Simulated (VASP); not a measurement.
# AlN (Fm-3m) in VASP: a series of runs

AlN is run at these levels: PBE-based screened hybrid, HSE06, PBE; tasks: single point.

Program: VASP 6.6.1. These are calculated values, not measurements. Logs are shortened: lines on timing, memory, paths and dates and some standing lists are left out, and cuts for length are marked.

## (1) The cell of the first run

Symmetry: Fm-3m, No. 225, cubic system. The conventional cell has a = 4.038 Å, b = 4.038 Å, c = 4.038 Å, α = 90.00°, β = 90.00°, γ = 90.00°. Within 2.7 Å of Al (site symmetry m-3m) lie 6 N at 2.02 Å. N (site symmetry m-3m) has 6 Al at 2.02 Å within 2.7 Å.

## (2) Single point, PBE-based screened hybrid

POSCAR

```
AlN
1.0
    0.0000000000      2.0188684454      2.0188684454
    2.0188684454      0.0000000000      2.0188684454
    2.0188684454      2.0188684454      0.0000000000
Al N
1 1
Direct
    0.0000000000      0.0000000000      0.0000000000
    0.5000000000      0.5000000000      0.5000000000
```

INCAR.step1

```
SYSTEM = AlN
ALGO = Normal
EDIFF = 1E-5
ENCUT = 520
GGA = PE
ISIF = 2
ISMEAR = 0
LASPH = .TRUE.
LCHARG = .FALSE.
LREAL = .FALSE.
LWAVE = .TRUE.
NBANDS = 11
NELM = 60
PREC = Accurate
SIGMA = 0.01
```

INCAR.step2

```
SYSTEM = AlN
AEXX = 0.35
ALGO = Normal
EDIFF = 1E-7
ENCUT = 520
GGA = PE
HFSCREEN = 0.3
ISIF = 2
ISMEAR = 0
ISTART = 1
LASPH = .TRUE.
LCHARG = .FALSE.
LHFCALC = .TRUE.
LREAL = .FALSE.
LWAVE = .FALSE.
NBANDS = 11
NELM = 60
PREC = Accurate
PRECFOCK = Normal
SIGMA = 0.01
```

KPOINTS

```
k-points
0
G
  6 6 6
  0 0 0
```

Potentials or basis: VASP PAW PBE potentials, release 64 (Al, N).

The run is started by

```
cat potpaw_PBE.64/Al/POTCAR potpaw_PBE.64/N/POTCAR > POTCAR
cp INCAR.step1 INCAR
mpirun -np 1 vasp_std > vasp.out
cp INCAR.step2 INCAR
mpirun -np 1 vasp_std > vasp.out
```

OUTCAR:

```text
SYSTEM = AlN
   AEXX = 0.35
   EDIFF = 1E-7
   ENCUT = 520
   GGA = PE
   HFSCREEN = 0.3
   ISIF = 2
   ISMEAR = 0
   ISTART = 1
   LASPH = .TRUE.
   LHFCALC = .TRUE.
   LREAL = .FALSE.
   NELM = 60
   PREC = Accurate
   PRECFOCK = Normal

 ion  position               nearest neighbor table
   1  0.000  0.000  0.000-   2 2.02   2 2.02   2 2.02   2 2.02   2 2.02   2 2.02
   2  0.500  0.500  0.500-   1 2.02   1 2.02   1 2.02   1 2.02   1 2.02   1 2.02

  LATTYP: Found a face centered cubic cell.
 ALAT       =     4.0377368908

  Lattice vectors:

 A1 = (   0.0000000000,   2.0188684454,   2.0188684454)
 A2 = (   2.0188684454,   0.0000000000,   2.0188684454)
 A3 = (   2.0188684454,   2.0188684454,   0.0000000000)

Analysis of symmetry for initial positions (statically):
=====================================================================
 Subroutine PRICEL returns:
 Original cell was already a primitive cell.

 Routine SETGRP: Setting up the symmetry group for a
 face centered cubic supercell.

 Subroutine GETGRP returns: Found 48 space group operations
 (whereof 48 operations were pure point group operations)
 out of a pool of 48 trial point group operations.

The static configuration has the point symmetry O_h .

Analysis of symmetry for dynamics (positions and initial velocities):
=====================================================================
 Subroutine PRICEL returns:
 Original cell was already a primitive cell.

 Routine SETGRP: Setting up the symmetry group for a
 face centered cubic supercell.

 Subroutine GETGRP returns: Found 48 space group operations
 (whereof 48 operations were pure point group operations)
 out of a pool of 48 trial point group operations.

The dynamic configuration has the point symmetry O_h .

 Subroutine INISYM returns: Found 48 space group operations
 (whereof 48 operations are pure point group operations),
 and found     1 'primitive' translations

----------------------------------------------------------------------------------------

                                     Primitive cell

  volume of cell :      16.4571

  direct lattice vectors                    reciprocal lattice vectors
     0.000000000  2.018868445  2.018868445    -0.247663488  0.247663488  0.247663488
     2.018868445  0.000000000  2.018868445     0.247663488 -0.247663488  0.247663488
     2.018868445  2.018868445  0.000000000     0.247663488  0.247663488 -0.247663488

  length of vectors
     2.855111136  2.855111136  2.855111136     0.428965744  0.428965744  0.428965744

  position of ions in fractional coordinates (direct lattice)
     0.000000000  0.000000000  0.000000000
     0.500000000  0.500000000  0.500000000

  ion indices of the primitive-cell ions
   primitive index   ion index
                 1           1
                 2           2

----------------------------------------------------------------------------------------

 KPOINTS: k-points

Automatic generation of k-mesh.
 Grid dimensions read from file:
 generate k-points for:    6    6    6

 Generating k-lattice:

  Cartesian coordinates                     Fractional coordinates (reciprocal lattice)
    -0.041277248  0.041277248  0.041277248     0.166666667  0.000000000  0.000000000
     0.041277248 -0.041277248  0.041277248     0.000000000  0.166666667  0.000000000
     0.041277248  0.041277248 -0.041277248     0.000000000  0.000000000  0.166666667

  Length of vectors
     0.071494291  0.071494291  0.071494291

  Shift w.r.t. Gamma in fractional coordinates (k-lattice)
     0.000000000  0.000000000  0.000000000

 Subroutine IBZKPT returns following result:
 ===========================================

 Found     16 irreducible k-points:

 Following reciprocal coordinates:
            Coordinates               Weight
  0.000000  0.000000  0.000000      1.000000
  0.166667  0.000000  0.000000      8.000000
  0.333333  0.000000  0.000000      8.000000
  0.500000  0.000000  0.000000      4.000000
  0.166667  0.166667  0.000000      6.000000
  0.333333  0.166667  0.000000     24.000000
[... 8 lines left out ...]
 -0.333333  0.333333  0.166667     24.000000
 -0.333333  0.500000  0.166667     12.000000
   k-points           NKPTS =     16   k-points in BZ     NKDIM =    216   number of bands    NBANDS=     11
   number of dos      NEDOS =    301   number of ions     NIONS =      2
   total plane-waves  NPLWV =  13824
   dimension x,y,z NGX =    24 NGY =   24 NGZ =   24
   dimension x,y,z NGXF=    48 NGYF=   48 NGZF=   48
   ions per type =               1   1
   NGX,Y,Z   is equivalent  to a cutoff of  13.97, 13.97, 13.97 a.u.
   NGXF,Y,Z  is equivalent  to a cutoff of  27.95, 27.95, 27.95 a.u.
 SYSTEM =  AlN
   PREC   = accura    normal or accurate (medium, high low for compatibility)
   ISTART =      1    job   : 0-new  1-cont  2-samecut
   ICHARG =      0    charge: 1-file 2-atom 10-const
   ISPIN  =      1    spin polarized calculation?
   LNONCOLLINEAR =      F non collinear calculations
   LSORBIT =      F    spin-orbit coupling
   LASPH  =      T    aspherical Exc in radial PAW
   ENCUT  =  520.0 eV  38.22 Ry    6.18 a.u.   5.31  5.31  5.31*2*pi/ulx,y,z
   NELM   =     60;   NELMIN=  2; NELMDL=  0     # of ELM steps
   EDIFF  = 0.1E-06   stopping-criterion for ELM
   LREAL  =      F    real-space projection
   EDIFFG = 0.1E-05   stopping-criterion for IOM
   NSW    =      0    number of steps for IOM
   IBRION =     -1    ionic relax: 0-MD 1-quasi-New 2-CG
   NFREE  =      0    steps in history (QN), initial steepest desc. (CG)
   ISIF   =      2    stress and relaxation
   ISYM   =      3    0-nonsym 1-usesym 2-fastsym
   POTIM  = 0.5000    time-step for ionic-motion
   TEBEG  =    0.0;   TEEND  =   0.0 temperature during run
   PSTRESS=    0.0 pullay stress
   NELECT =       8.0000    total number of electrons
   NUPDOWN=      -1.0000    fix difference up-down
   EMIN   =  10.00;   EMAX   =-10.00  energy-range for DOS
   EFERMI =   0.00;   METHOD = LEGACY
   ISMEAR =     0;   SIGMA  =   0.01  broadening in eV -4-tet -1-fermi 0-gaus
   EFERMI_NEDOS =   21; number of points for ismear=-14 and -15
   IALGO  =     38    algorithm
   IMIX   =      1    mixing-type and parameters
     AMIX     =   0.40;   BMIX     =  1.00
     AMIX_MAG =   1.60;   BMIX_MAG =  1.00
  volume/ion in A,a.u.               =       8.23        55.53
  Fermi-wavevector in a.u.,A,eV,Ry     =   1.287222  2.432497 22.544046  1.656941
  Thomas-Fermi vector in A             =   2.419249
   LORBIT       =      0    0 simple, 1 ext, 2 COOP (PROOUT), +10 PAW based schemes
   GGA     = PE    functional components
   LHFCALC =     T    Hartree Fock is set to
   PRECFOCK=normal    Normal, Fast or Accurate (Low or Medium for compatibility)
   ENCUT4O =  -1.0   cutoff for four orbital integrals eV
   NKREDX  =     1    reduce k-point grid by
   NKREDY  =     1    reduce k-point grid by
   NKREDZ  =     1    reduce k-point grid by
   AEXX    =    0.3500 exact exchange contribution
   HFSCREEN=    0.3000 screening length (either q_TF or 0.3 A-1)
   HFSCREENC=   0.3000 screening length for correlation (either q_TF or 0.3 A-1)
   ENCUTFOCK=  -1.0 apply spherical cutoff to Coloumb kernel
   IVDW    =     0    specifies the selected vdW correction
   LEPSILON=     F    determine dielectric tensor
   LRPA    =     F    only Hartree local field effects (RPA)
 non-spin polarized calculation
 Gauss-broadening in eV      SIGMA  =   0.01
  energy-cutoff  :      520.00
  volume of cell :       16.46
 maximum number of plane-waves:       459
 NGX is ok and might be reduce to    24
  NGX = 16; NGY = 16; NGZ = 16

 number of electron       7.9999999 magnetization

 Free energy of the ion-electron system (eV)
  ---------------------------------------------------
  ext. energy  EPLUGINS =         0.00000000
  ---------------------------------------------------
  free energy    TOTEN  =       -17.68047169 eV

  energy without entropy =      -17.68047169  energy(sigma->0) =      -17.68047169

 E-fermi :   9.0834     XC(G=0):  -9.3935

 val. band max:        8.9974978573   @ k =   0.0000   0.0000   0.0000
 cond. band min:      15.2089630119   @ k =   0.5000   0.5000   0.0000
 fundamental gap:      6.2114651547
 Fermi energy:         9.0833919917

 k-point     1 :       0.0000    0.0000    0.0000
  band No.  band energies     occupation
      1     -10.8278      2.00000
      2       8.9975      2.00000
      3       8.9975      2.00000
      4       8.9975      2.00000
      5      16.5332      0.00000
      6      23.1173      0.00000
      7      23.1173      0.00000
      8      23.1173      0.00000
      9      28.3305      0.00000
     10      29.1207      0.00000
     11      29.1207      0.00000

 k-point     2 :       0.1667    0.0000    0.0000
  band No.  band energies     occupation
      1     -10.2069      2.00000
      2       6.3759      2.00000
      3       8.6576      2.00000
      4       8.6576      2.00000
      5      17.7362      0.00000
      6      21.7256      0.00000
      7      23.7135      0.00000
      8      23.7135      0.00000
      9      26.7997      0.00000
     10      26.7997      0.00000
     11      29.3324      0.00000

 k-point     3 :       0.3333    0.0000    0.0000
  band No.  band energies     occupation
      1      -8.5586      2.00000
      2       2.1018      2.00000
      3       8.0670      2.00000
      4       8.0670      2.00000
      5      17.2458      0.00000
      6      22.5950      0.00000
      7      22.5950      0.00000
      8      23.6163      0.00000
      9      27.9253      0.00000
     10      29.2578      0.00000
     11      29.2578      0.00000
[... 155 lines left out ...]
 k-point    15 :      -0.3333    0.3333    0.1667
  band No.  band energies     occupation
      1      -6.3917      2.00000
      2       1.4853      2.00000
      3       3.7703      2.00000
      4       6.0370      2.00000
      5      19.0338      0.00000
      6      20.2949      0.00000
      7      22.8643      0.00000
      8      24.3922      0.00000
      9      29.5117      0.00000
     10      30.8850      0.00000
     11      36.5887      0.00000

 k-point    16 :      -0.3333    0.5000    0.1667
  band No.  band energies     occupation
      1      -6.0600      2.00000
      2       1.6529      2.00000
      3       3.9858      2.00000
      4       4.9810      2.00000
      5      17.7302      0.00000
      6      19.0898      0.00000
      7      24.0566      0.00000
      8      24.9769      0.00000
      9      29.7882      0.00000
     10      33.2812      0.00000
     11      36.8072      0.00000

------------------------ aborting loop because EDIFF is reached ----------------------------------------

  FORCE on cell =-STRESS in cart. coord.  units (eV):
  Direction    XX          YY          ZZ          XY          YZ          ZX
  --------------------------------------------------------------------------------------
  -------------------------------------------------------------------------------------
  Total       -0.4017654     -0.4017654     -0.4017654     -0.0000000      0.0000000      0.0000000
  in kB      -39.1137191    -39.1137191    -39.1137191     -0.0000000      0.0000000      0.0000000
  external PRESSURE =     -39.1137191 kB  Pullay stress =       0.0000000 kB

 VOLUME and BASIS-vectors are now :
 -----------------------------------------------------------------------------
  energy-cutoff  :      520.00
  volume of cell :       16.46
      direct lattice vectors                 reciprocal lattice vectors
     0.000000000  2.018868445  2.018868445    -0.247663488  0.247663488  0.247663488
     2.018868445  0.000000000  2.018868445     0.247663488 -0.247663488  0.247663488
     2.018868445  2.018868445  0.000000000     0.247663488  0.247663488 -0.247663488

 POSITION                                       TOTAL-FORCE (eV/Angst)
 -----------------------------------------------------------------------------------
      0.00000      0.00000      0.00000         0.000000     -0.000000      0.000000
      2.01887      2.01887      2.01887        -0.000000      0.000000      0.000000
 -----------------------------------------------------------------------------------
    total drift:                                0.000000      0.000000      0.000000

  FREE ENERGIE OF THE ION-ELECTRON SYSTEM (eV)
  ---------------------------------------------------
  free  energy   TOTEN  =       -17.6804716884 eV

  energy  without entropy=      -17.6804716884  energy(sigma->0) =      -17.68047169
```

It took 13 min on 1 thread of AMD EPYC 7R13, shared host; peak memory 0.21 GiB.

Results:

| Quantity | Value |
| --- | --- |
| Free energy | -17.6805 eV |
| Pressure | -3.9 GPa |
| Band gap on the k mesh | 6.21 eV, indirect (least direct gap 7.54 eV) |

Caveat: the k points lie up to 0.45 Å⁻¹ apart; the PAW data sets were made with another functional, which shifts forces and pressure a little. A k mesh can miss the band edges.

## (3) Single point, PBE-based screened hybrid

POSCAR is that of step 2.

INCAR.step1

```
PREC = Accurate
ENCUT = 520
EDIFF = 1E-5
ISMEAR = 0
SIGMA = 0.01
LREAL = F
LASPH = T
NELM = 60
ALGO = Normal
ISIF = 2
LWAVE = T
GGA = PE
NBANDS = 11
```

INCAR.step2

```
PREC = Accurate
ENCUT = 520
EDIFF = 1E-6
ISMEAR = 0
SIGMA = 0.01
LREAL = F
LASPH = T
NELM = 60
ALGO = Normal
ISIF = 2
LWAVE = F
LCHARG = T
GGA = PE
LHFCALC = T
AEXX = 0.05
HFSCREEN = 0.1
PRECFOCK = Normal
LELF = T
LVHAR = T
ISTART = 1
NBANDS = 11
```

KPOINTS

```
Automatic mesh
0
Gamma
  6 6 6
```

Potentials or basis: VASP PAW PBE potentials, release 64 (Al, N).

The run is started by

```
cat potpaw_PBE.64/Al/POTCAR potpaw_PBE.64/N/POTCAR > POTCAR
cp INCAR.step1 INCAR
mpirun -np 1 vasp_std > vasp.out
cp INCAR.step2 INCAR
mpirun -np 1 vasp_std > vasp.out
```

It took 4 min on 1 thread of AMD EPYC 7R13, shared host; peak memory 0.21 GiB.

Results (log left out):

```yaml
Free_energy: -15.1407 eV
Pressure: 4.5 GPa
Band_gap_on_the_k_mesh: 4.99 eV, indirect (least direct gap 6.11 eV)
```

Levels at points of the mesh, in eV from the valence-band top:
```tsv
k point	band 2	band 3	band 4	band 5	band 6	band 7
(0.00, 0.00, 0.00)	0.00	0.00	0.00	6.11	12.58	12.58
(0.50, 0.00, 0.00)	-8.48	-1.10	-1.10	6.51	11.42	11.42
(0.50, 0.50, 0.00)	-7.55	-2.86	-2.86	4.99	5.62	14.62
```

Caveat: the k points lie up to 0.45 Å⁻¹ apart; the PAW data sets were made with another functional, which shifts forces and pressure a little. A k mesh can miss the band edges.

## (4) Single point, HSE06

POSCAR is that of step 3.

INCAR.step1

```
PREC = Accurate
ENCUT = 520
EDIFF = 1E-5
ISMEAR = 0
SIGMA = 0.2
LREAL = False
LASPH = True
NELM = 80
ALGO = Normal
ISIF = 2
LWAVE = True
LCHARG = False
NBANDS = 11
GGA = PE
```

INCAR.step2

```
PREC = Accurate
ENCUT = 520
EDIFF = 1E-6
ISMEAR = 0
SIGMA = 0.2
LREAL = False
LASPH = True
NELM = 80
ALGO = Normal
ISIF = 2
LWAVE = False
LCHARG = False
GGA = PE
LHFCALC = True
HFSCREEN = 0.2079
PRECFOCK = Normal
NBANDS = 11
ISTART = 1
```

KPOINTS is that of step 3.

The run is started by

```
cat potpaw_PBE.64/Al/POTCAR potpaw_PBE.64/N/POTCAR > POTCAR
cp INCAR.step1 INCAR
mpirun -np 1 vasp_std > vasp.out
cp INCAR.step2 INCAR
mpirun -np 1 vasp_std > vasp.out
```

It took 5.7 min on 1 thread of AMD EPYC 7R13, shared host; peak memory 0.21 GiB.

The run converged. Its results:

| Item | Value |
| --- | --- |
| Free energy | -17.1299 eV |
| Pressure | -1.5 GPa |
| Band gap on the k mesh | 6.01 eV, indirect (least direct gap 7.26 eV) |

Levels at points of the mesh, in eV from the valence-band top:
| k point | band 1 | band 2 | band 3 | band 4 | band 5 | band 6 | band 7 | band 8 | band 9 |
| --- | --- | --- | --- | --- | --- | --- | --- | --- | --- |
| (0.00, 0.00, 0.00) | -19.26 | 0.00 | 0.00 | 0.00 | 7.26 | 13.82 | 13.82 | 13.82 | 19.01 |
| (0.50, 0.00, 0.00) | -15.77 | -9.03 | -1.17 | -1.17 | 7.56 | 12.62 | 12.62 | 15.59 | 18.06 |
| (0.50, 0.50, 0.00) | -14.71 | -8.05 | -3.06 | -3.06 | 6.01 | 6.61 | 16.29 | 19.55 | 19.55 |

Caveat: the k points lie up to 0.45 Å⁻¹ apart; the PAW data sets were made with another functional, which shifts forces and pressure a little.

(Part 1 of 2 ends here.)
